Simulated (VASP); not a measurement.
# Rb3Pt (Pm-3m) in VASP: single point with PBE

Aim: the single point of Rb3Pt with PBE.

All numbers are computed with VASP 6.6.1; they aren't measurements. Logs are shortened: lines on timing, memory, paths and dates and some standing lists are left out, and cuts for length are marked.

## Step 1: The cell of the first run

Symmetry: Pm-3m, No. 221, cubic system. The conventional cell has a = 5.675 Å, b = 5.675 Å, c = 5.675 Å, α = 90.00°, β = 90.00°, γ = 90.00°. Within 5.3 Å of Rb (site symmetry 4/mmm) lie 8 Rb at 4.01 Å and 4 Pt at 4.01 Å. Pt (site symmetry m-3m) has 12 Rb at 4.01 Å within 5.3 Å.

## Step 2: Single point, PBE (Cs replaced by Rb, lengths x 0.950, strained)

The input, INCAR:

```
SYSTEM = Rb3Pt
  PREC = Accurate
  ENCUT = 520
  EDIFF = 1E-7
  ISMEAR = 0
  SIGMA = 0.1
  LREAL = .False.
  LASPH = .True.
  NELM = 100
  ALGO = Normal
  ISIF = 2
  LWAVE = .False.
  LCHARG = .False.
  GGA = PE
  NBANDS = 26
```

The input, KPOINTS:

```
Automatic mesh
0
Gamma
  4 4 4
  0 0 0
```

The input, POSCAR:

```
Rb3Pt
1.0
    5.6749533275      0.0000000000      0.0000000000
    0.0000000000      5.6749533275      0.0000000000
    0.0000000000      0.0000000000      5.6749533275
Rb Pt
3 1
Direct
    0.0000000000      0.0000000000      0.5000000000
    0.0000000000      0.5000000000      0.0000000000
    0.5000000000      0.0000000000      0.0000000000
    0.5000000000      0.5000000000      0.5000000000
```

Potentials or basis: VASP PAW PBE potentials, release 64 (Rb_sv, Pt).

On the command line:

```console
$ cat potpaw_PBE.64/Rb_sv/POTCAR potpaw_PBE.64/Pt/POTCAR > POTCAR
$ mpirun -np 1 vasp_std > vasp.out
```

OUTCAR:

```text
SYSTEM = Rb3Pt
   PREC = Accurate
   ENCUT = 520
   EDIFF = 1E-7
   ISMEAR = 0
   LREAL = .False.
   LASPH = .True.
   NELM = 100
   ISIF = 2
   GGA = PE

 ion  position               nearest neighbor table
   1  0.000  0.000  0.500-   2 4.01   3 4.01   4 4.01   2 4.01   3 4.01   2 4.01   4 4.01   2 4.01
                             3 4.01   4 4.01   3 4.01   4 4.01
   2  0.000  0.500  0.000-   1 4.01   3 4.01   4 4.01   1 4.01   4 4.01   1 4.01   3 4.01   1 4.01
                             3 4.01   4 4.01   4 4.01   3 4.01
   3  0.500  0.000  0.000-   1 4.01   2 4.01   4 4.01   1 4.01   4 4.01   2 4.01   4 4.01   4 4.01
                             1 4.01   2 4.01   1 4.01   2 4.01
   4  0.500  0.500  0.500-   1 4.01   2 4.01   3 4.01   2 4.01   3 4.01   1 4.01   3 4.01   3 4.01
                             1 4.01   2 4.01   2 4.01   1 4.01

  LATTYP: Found a simple cubic cell.
 ALAT       =     5.6749533275

  Lattice vectors:

 A1 = (   5.6749533275,   0.0000000000,   0.0000000000)
 A2 = (   0.0000000000,   5.6749533275,   0.0000000000)
 A3 = (   0.0000000000,   0.0000000000,   5.6749533275)

Analysis of symmetry for initial positions (statically):
=====================================================================
 Subroutine PRICEL returns:
 Original cell was already a primitive cell.

 Routine SETGRP: Setting up the symmetry group for a
 simple cubic supercell.

 Subroutine GETGRP returns: Found 48 space group operations
 (whereof 48 operations were pure point group operations)
 out of a pool of 48 trial point group operations.

The static configuration has the point symmetry O_h .

Analysis of symmetry for dynamics (positions and initial velocities):
=====================================================================
 Subroutine PRICEL returns:
 Original cell was already a primitive cell.

 Routine SETGRP: Setting up the symmetry group for a
 simple cubic supercell.

 Subroutine GETGRP returns: Found 48 space group operations
 (whereof 48 operations were pure point group operations)
 out of a pool of 48 trial point group operations.

The dynamic configuration has the point symmetry O_h .

 Subroutine INISYM returns: Found 48 space group operations
 (whereof 48 operations are pure point group operations),
 and found     1 'primitive' translations

----------------------------------------------------------------------------------------

                                     Primitive cell

  volume of cell :     182.7624

  direct lattice vectors                    reciprocal lattice vectors
     5.674953327  0.000000000  0.000000000     0.176212903  0.000000000  0.000000000
     0.000000000  5.674953327  0.000000000     0.000000000  0.176212903  0.000000000
     0.000000000  0.000000000  5.674953327     0.000000000  0.000000000  0.176212903

  length of vectors
     5.674953327  5.674953327  5.674953327     0.176212903  0.176212903  0.176212903

  position of ions in fractional coordinates (direct lattice)
     0.000000000  0.000000000  0.500000000
     0.000000000  0.500000000  0.000000000
     0.500000000  0.000000000  0.000000000
     0.500000000  0.500000000  0.500000000

  ion indices of the primitive-cell ions
   primitive index   ion index
                 1           1
                 2           2
                 3           3
                 4           4

----------------------------------------------------------------------------------------

 KPOINTS: Automatic mesh

Automatic generation of k-mesh.
 Grid dimensions read from file:
 generate k-points for:    4    4    4

 Generating k-lattice:

  Cartesian coordinates                     Fractional coordinates (reciprocal lattice)
     0.044053226  0.000000000  0.000000000     0.250000000  0.000000000  0.000000000
     0.000000000  0.044053226  0.000000000     0.000000000  0.250000000  0.000000000
     0.000000000  0.000000000  0.044053226     0.000000000  0.000000000  0.250000000

  Length of vectors
     0.044053226  0.044053226  0.044053226

  Shift w.r.t. Gamma in fractional coordinates (k-lattice)
     0.000000000  0.000000000  0.000000000

 Subroutine IBZKPT returns following result:
 ===========================================

 Found     10 irreducible k-points:

 Following reciprocal coordinates:
            Coordinates               Weight
  0.000000  0.000000  0.000000      1.000000
  0.250000  0.000000  0.000000      6.000000
  0.500000  0.000000  0.000000      3.000000
  0.250000  0.250000  0.000000     12.000000
  0.500000  0.250000  0.000000     12.000000
  0.500000  0.500000  0.000000      3.000000
  0.250000  0.250000  0.250000      8.000000
  0.500000  0.250000  0.250000     12.000000
  0.500000  0.500000  0.250000      6.000000
  0.500000  0.500000  0.500000      1.000000
   k-points           NKPTS =     10   k-points in BZ     NKDIM =     10   number of bands    NBANDS=     26
   number of dos      NEDOS =    301   number of ions     NIONS =      4
   total plane-waves  NPLWV =  74088
   dimension x,y,z NGX =    42 NGY =   42 NGZ =   42
   dimension x,y,z NGXF=    84 NGYF=   84 NGZF=   84
   ions per type =               3   1
   NGX,Y,Z   is equivalent  to a cutoff of  12.30, 12.30, 12.30 a.u.
   NGXF,Y,Z  is equivalent  to a cutoff of  24.61, 24.61, 24.61 a.u.
 SYSTEM =  Rb3Pt
   PREC   = accura    normal or accurate (medium, high low for compatibility)
   ISTART =      0    job   : 0-new  1-cont  2-samecut
   ICHARG =      2    charge: 1-file 2-atom 10-const
   ISPIN  =      1    spin polarized calculation?
   LNONCOLLINEAR =      F non collinear calculations
   LSORBIT =      F    spin-orbit coupling
   LASPH  =      T    aspherical Exc in radial PAW
   ENCUT  =  520.0 eV  38.22 Ry    6.18 a.u.  10.55 10.55 10.55*2*pi/ulx,y,z
   NELM   =    100;   NELMIN=  2; NELMDL= -5     # of ELM steps
   EDIFF  = 0.1E-06   stopping-criterion for ELM
   LREAL  =      F    real-space projection
   EDIFFG = 0.1E-05   stopping-criterion for IOM
   NSW    =      0    number of steps for IOM
   IBRION =     -1    ionic relax: 0-MD 1-quasi-New 2-CG
   NFREE  =      0    steps in history (QN), initial steepest desc. (CG)
   ISIF   =      2    stress and relaxation
   ISYM   =      2    0-nonsym 1-usesym 2-fastsym
   POTIM  = 0.5000    time-step for ionic-motion
   TEBEG  =    0.0;   TEEND  =   0.0 temperature during run
   PSTRESS=    0.0 pullay stress
   NELECT =      37.0000    total number of electrons
   NUPDOWN=      -1.0000    fix difference up-down
   EMIN   =  10.00;   EMAX   =-10.00  energy-range for DOS
   EFERMI =   0.00;   METHOD = LEGACY
   ISMEAR =     0;   SIGMA  =   0.10  broadening in eV -4-tet -1-fermi 0-gaus
   EFERMI_NEDOS =   21; number of points for ismear=-14 and -15
   IALGO  =     38    algorithm
   IMIX   =      4    mixing-type and parameters
     AMIX     =   0.40;   BMIX     =  1.00
     AMIX_MAG =   1.60;   BMIX_MAG =  1.00
  volume/ion in A,a.u.               =      45.69       308.34
  Fermi-wavevector in a.u.,A,eV,Ry     =   0.961272  1.816541 12.572389  0.924045
  Thomas-Fermi vector in A             =   2.090630
   LORBIT       =      0    0 simple, 1 ext, 2 COOP (PROOUT), +10 PAW based schemes
   GGA     = PE    functional components
   LHFCALC =     F    Hartree Fock is set to
   AEXX    =    0.0000 exact exchange contribution
   IVDW    =     0    specifies the selected vdW correction
   LEPSILON=     F    determine dielectric tensor
   LRPA    =     F    only Hartree local field effects (RPA)
 non-spin polarized calculation
 Gauss-broadening in eV      SIGMA  =   0.10
  energy-cutoff  :      520.00
  volume of cell :      182.76
 maximum number of plane-waves:      4956
   NGX = 21   NGY = 21   NGZ = 21

 number of electron      36.9999996 magnetization

 Free energy of the ion-electron system (eV)
  ---------------------------------------------------
  ext. energy  EPLUGINS =         0.00000000
  ---------------------------------------------------
  free energy    TOTEN  =        -7.92079819 eV

  energy without entropy =       -7.90786624  energy(sigma->0) =       -7.91433221

 E-fermi :   1.4018     XC(G=0):  -7.3601

 val. band max:        1.3557680954   @ k =   0.2500   0.2500   0.0000
 cond. band min:       1.4790357357   @ k =   0.2500   0.2500   0.2500
 fundamental gap:      0.1232676403
 Fermi energy:         1.4017993107

 k-point     1 :       0.0000    0.0000    0.0000
  band No.  band energies     occupation
      1     -27.0535      2.00000
      2     -26.9761      2.00000
      3     -26.9761      2.00000
      4     -11.4152      2.00000
      5     -11.4152      2.00000
      6     -11.4152      2.00000
[... 18 lines left out ...]
     25       4.5045      0.00000
     26       4.5045      0.00000

 k-point     2 :       0.2500    0.0000    0.0000
  band No.  band energies     occupation
      1     -27.0436      2.00000
      2     -26.9859      2.00000
      3     -26.9760      2.00000
      4     -11.3796      2.00000
      5     -11.3796      2.00000
      6     -11.3587      2.00000
[... 18 lines left out ...]
     25       4.9482      0.00000
     26       4.9485      0.00000

 k-point     3 :       0.5000    0.0000    0.0000
  band No.  band energies     occupation
      1     -27.0276      2.00000
      2     -27.0018      2.00000
      3     -26.9759      2.00000
      4     -11.3347      2.00000
      5     -11.3347      2.00000
      6     -11.2475      2.00000
[... 18 lines left out ...]
     25       5.1583      0.00000
     26       5.2419      0.00000

 k-point     4 :       0.2500    0.2500    0.0000
  band No.  band energies     occupation
      1     -27.0348      2.00000
      2     -26.9889      2.00000
      3     -26.9816      2.00000
      4     -11.4290      2.00000
      5     -11.3418      2.00000
      6     -11.2463      2.00000
[... 18 lines left out ...]
     25       4.9247      0.00000
     26       5.2166      0.00000

 k-point     5 :       0.5000    0.2500    0.0000
  band No.  band energies     occupation
      1     -27.0200      2.00000
      2     -27.0017      2.00000
      3     -26.9834      2.00000
      4     -11.4253      2.00000
      5     -11.2919      2.00000
      6     -11.2311      2.00000
[... 18 lines left out ...]
     25       4.8475      0.00000
     26       5.4427      0.00000

 k-point     6 :       0.5000    0.5000    0.0000
  band No.  band energies     occupation
      1     -27.0017      2.00000
      2     -27.0016      2.00000
      3     -27.0016      2.00000
      4     -11.4746      2.00000
      5     -11.2919      2.00000
      6     -11.2282      2.00000
[... 18 lines left out ...]
     25       4.5702      0.00000
     26       5.6776      0.00000

 k-point     7 :       0.2500    0.2500    0.2500
  band No.  band energies     occupation
      1     -27.0275      2.00000
      2     -26.9888      2.00000
      3     -26.9888      2.00000
      4     -11.5096      2.00000
      5     -11.2325      2.00000
      6     -11.2325      2.00000
[... 18 lines left out ...]
     25       4.6421      0.00000
     26       5.3915      0.00000

 k-point     8 :       0.5000    0.2500    0.2500
  band No.  band energies     occupation
      1     -27.0145      2.00000
      2     -27.0016      2.00000
      3     -26.9886      2.00000
      4     -11.5421      2.00000
      5     -11.2389      2.00000
      6     -11.2094      2.00000
[... 18 lines left out ...]
     25       4.5551      0.00000
     26       5.5670      0.00000

 k-point     9 :       0.5000    0.5000    0.2500
  band No.  band energies     occupation
      1     -27.0015      2.00000
      2     -27.0014      2.00000
      3     -27.0014      2.00000
      4     -11.6063      2.00000
      5     -11.2887      2.00000
      6     -11.2212      2.00000
[... 18 lines left out ...]
     25       4.0798      0.00000
     26       5.8892      0.00000

 k-point    10 :       0.5000    0.5000    0.5000
  band No.  band energies     occupation
      1     -27.0013      2.00000
      2     -27.0013      2.00000
      3     -27.0013      2.00000
      4     -11.6887      2.00000
      5     -11.2855      2.00000
      6     -11.2855      2.00000
[... 18 lines left out ...]
     25       3.5870      0.00000
     26       6.1256      0.00000

------------------------ aborting loop because EDIFF is reached ----------------------------------------

  FORCE on cell =-STRESS in cart. coord.  units (eV):
  Direction    XX          YY          ZZ          XY          YZ          ZX
  --------------------------------------------------------------------------------------
  -------------------------------------------------------------------------------------
  Total       -0.9502897     -0.9502897     -0.9502897     -0.0000000      0.0000000      0.0000000
  in kB       -8.3306661     -8.3306661     -8.3306661     -0.0000000      0.0000000      0.0000000
  external PRESSURE =      -8.3306661 kB  Pullay stress =       0.0000000 kB

 VOLUME and BASIS-vectors are now :
 -----------------------------------------------------------------------------
  energy-cutoff  :      520.00
  volume of cell :      182.76
      direct lattice vectors                 reciprocal lattice vectors
     5.674953327  0.000000000  0.000000000     0.176212903  0.000000000  0.000000000
     0.000000000  5.674953327  0.000000000     0.000000000  0.176212903  0.000000000
     0.000000000  0.000000000  5.674953327     0.000000000  0.000000000  0.176212903

 POSITION                                       TOTAL-FORCE (eV/Angst)
 -----------------------------------------------------------------------------------
      0.00000      0.00000      2.83748         0.000000      0.000000      0.000000
      0.00000      2.83748      0.00000         0.000000      0.000000      0.000000
      2.83748      0.00000      0.00000         0.000000      0.000000      0.000000
      2.83748      2.83748      2.83748         0.000000      0.000000      0.000000
 -----------------------------------------------------------------------------------
    total drift:                                0.000000      0.000000     -0.000000

  FREE ENERGIE OF THE ION-ELECTRON SYSTEM (eV)
  ---------------------------------------------------
  free  energy   TOTEN  =        -7.9207981862 eV

  energy  without entropy=       -7.9078662412  energy(sigma->0) =       -7.91433221
```

Run time: 56 s. Hardware: 1 thread of Intel Xeon Platinum 8259CL at 2.50GHz (Skylake/Cascade Lake), shared host; peak memory 0.27 GiB.

Results:

```yaml
Free_energy: -7.9208 eV
Pressure: -0.8 GPa
Band_gap_on_the_k_mesh: zero (an odd number of electrons rules out a gap without spin polarisation)
```

Caveat: the cell differs from its parent crystal (Cs replaced by Rb, lengths x 0.950, strained); spin-orbit coupling is left out, which moves the levels of the heavy elements.

The gap in the log of VASP goes by the Fermi energy; the results here count the filled bands.